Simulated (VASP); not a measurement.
Wanted: the native input for a VASP 6.6.1 run.

| Quantity | Value |
| --- | --- |
| Task | single point |
| Functional | PBEsol |
| Potentials or basis | VASP PAW PBE potentials, release 64 (Ni_sv_GW) |
| Cutoff | 590 eV |
| k mesh | 9 × 9 × 2 |
| Occupations | gaussian, width 0.1 eV |
| Spin | collinear spin, ferromagnetic start |
| Starting moments | [0.77, 0.77, 0.79, 0.79] μB |
| Dipole correction | no |
| Further INCAR settings | ALGO = Normal; EDIFF = 1e-06; NBANDS = 48 |

The structure of Ni lies in POSCAR:

```
Ni
1.0
    2.4417809569      0.0000000000      0.0000000000
   -1.2208904784      2.1146443391      0.0000000000
    0.0000000000      0.0000000000      8.0570386615
Ni
4
Direct
    0.0000000000      0.0000000000      0.0000000000
    0.0000000000      0.0000000000      0.5000000000
    0.3333333333      0.6666666667      0.7500000000
    0.6666666667      0.3333333333      0.2500000000
```

This isn't the form of Ni at room conditions, which is fcc.

These files were run (other wordings do the same):

INCAR

```
SYSTEM = Ni
  ALGO = Normal
  EDIFF = 1E-6
  ENCUT = 590
  GGA = PS
  GGA_COMPAT = .False.
  ISIF = 2
  ISMEAR = 0
  ISPIN = 2
  LASPH = .True.
  LCHARG = .False.
  LMAXMIX = 4
  LORBIT = 11
  LREAL = .False.
  LWAVE = .False.
  MAGMOM = 0.77 0.77 0.79 0.79
  NBANDS = 48
  NELM = 200
  PREC = Accurate
  SIGMA = 0.1
```

KPOINTS

```
k-points
0
Gamma
  9 9 2
  0 0 0
```

Potentials or basis: VASP PAW PBE potentials, release 64 (Ni_sv_GW).

Launch:

```sh
$ cat potpaw_PBE.64/Ni_sv_GW/POTCAR > POTCAR
$ mpirun -np 1 vasp_std > vasp.out
```

It gave:

```
Pressure                                              : -4.4 GPa
Net moment                                            : 2.44 μB per cell
Site moments                                          : Ni +0.64, +0.65 (each value once) μB
Valence electrons inside the program's atomic spheres : Ni 16.40
```

Caveat: the k points lie up to 0.39 Å⁻¹ apart; the PAW data sets were made with another functional, which shifts forces and pressure a little.

Run time: 4.7 min on 1 thread of Intel(R) Xeon(R) Platinum 8375C CPU @ 2.90GHz (Ice Lake), on a shared host, peak memory 0.25 GiB.
